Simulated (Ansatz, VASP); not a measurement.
## Two plane-wave programs on Mg6O7

The input INCAR:

```
  ALGO = Normal
  DIPOL = 0.5 0.5 0.500
  EDIFF = 1E-7
  ENCUT = 520
  GGA = PE
  IDIPOL = 3
  ISIF = 2
  ISMEAR = 0
  LASPH = T
  LCHARG = T
  LDIPOL = T
  LELF = T
  LREAL = F
  LVACPOTAV = T
  LVHAR = T
  LWAVE = F
  NBANDS = 39
  NELM = 100
  PREC = Accurate
  SIGMA = 0.05
```

KPOINTS

```
k-points
0
Gamma
  9 9 1
```

POSCAR

```
Mg6O7
1.0
    3.0079232190      0.0000000000      0.0000000000
   -1.5039616095      2.6049379203      0.0000000000
    0.0000000000      0.0000000000     29.7357541439
O Mg
7 6
Direct
    0.3333333333      0.6666666667      0.2522216172
    0.0000000000      0.0000000000      0.3348144115
    0.6666666667      0.3333333333      0.4174072057
    0.3333333333      0.6666666667      0.5000000000
    0.0000000000      0.0000000000      0.5825927943
    0.6666666667      0.3333333333      0.6651855885
    0.3333333333      0.6666666667      0.7477783828
    0.6666666667      0.3333333333      0.2935180144
    0.3333333333      0.6666666667      0.3761108086
    0.0000000000      0.0000000000      0.4587036029
    0.6666666667      0.3333333333      0.5412963971
    0.3333333333      0.6666666667      0.6238891914
    0.0000000000      0.0000000000      0.7064819856
```

Input for Ansatz:

```yaml
crystal:
  lattice:
    - [3.007923219, 0.0, 0.0]
    - [-1.5039616095, 2.6049379203, 0.0]
    - [0.0, 0.0, 29.7357541439]
  atoms:
    - { symbol: O, position: [0.3333333333, 0.6666666667, 0.2522216172] }
    - { symbol: Mg, position: [0.6666666667, 0.3333333333, 0.2935180144] }
    - { symbol: O, position: [0.0, 0.0, 0.3348144115] }
    - { symbol: Mg, position: [0.3333333333, 0.6666666667, 0.3761108086] }
    - { symbol: O, position: [0.6666666667, 0.3333333333, 0.4174072057] }
    - { symbol: Mg, position: [0.0, 0.0, 0.4587036029] }
    - { symbol: O, position: [0.3333333333, 0.6666666667, 0.5] }
    - { symbol: Mg, position: [0.6666666667, 0.3333333333, 0.5412963971] }
    - { symbol: O, position: [0.0, 0.0, 0.5825927943] }
    - { symbol: Mg, position: [0.3333333333, 0.6666666667, 0.6238891914] }
    - { symbol: O, position: [0.6666666667, 0.3333333333, 0.6651855885] }
    - { symbol: Mg, position: [0.0, 0.0, 0.7064819856] }
    - { symbol: O, position: [0.3333333333, 0.6666666667, 0.7477783828] }
basis:
  ecutwfc: 420
kpoints:
  mp_grid: { grid: [9, 9, 1] }
hamiltonian:
  xc: pbe
scf:
  occupations: { method: gaussian, width: 0.05 }
output:
  forces: true
  stress: true
  eigenvalues: true
  write_density: true
  write_potential: true
  elf: true
  volumetric_format: npy
efield:
  axis: 3
  dipole_correction: true
  ramp_width: 0.04
```

Alike in both runs: task single point; functional PBE; k mesh 9 × 9 × 1; occupations gaussian, width 0.05 eV; no spin polarisation.

```csv
,VASP,Ansatz
version,VASP 6.6.1,Ansatz 0.2.0
potentials or method,"VASP PAW PBE potentials, release 64 (O, Mg), cutoff 520 eV","scalar-relativistic, plane waves, PAW"
valence electrons in the cell,54,102
```

Ansatz gave:

| Property | Result |
| --- | --- |
| gap on the k mesh at the Fermi level (eV) | none |
| rms of the force components (eV/Å) | 0.320 |
| work function, face that differs most (eV) | 9.91 |

Task: Which values does VASP return?

Result: gap on the k mesh at the Fermi level (eV): none; rms of the force components (eV/Å): 0.324; work function, face that differs most (eV): 9.92.

A gap of «none» marks a metal or a gap that the smearing closes. VASP's potentials hold 54 valence electrons a cell and Ansatz's 102, so a difference there can come from the potentials and not from the codes. Ansatz's warnings: xc potential rough in thin density.
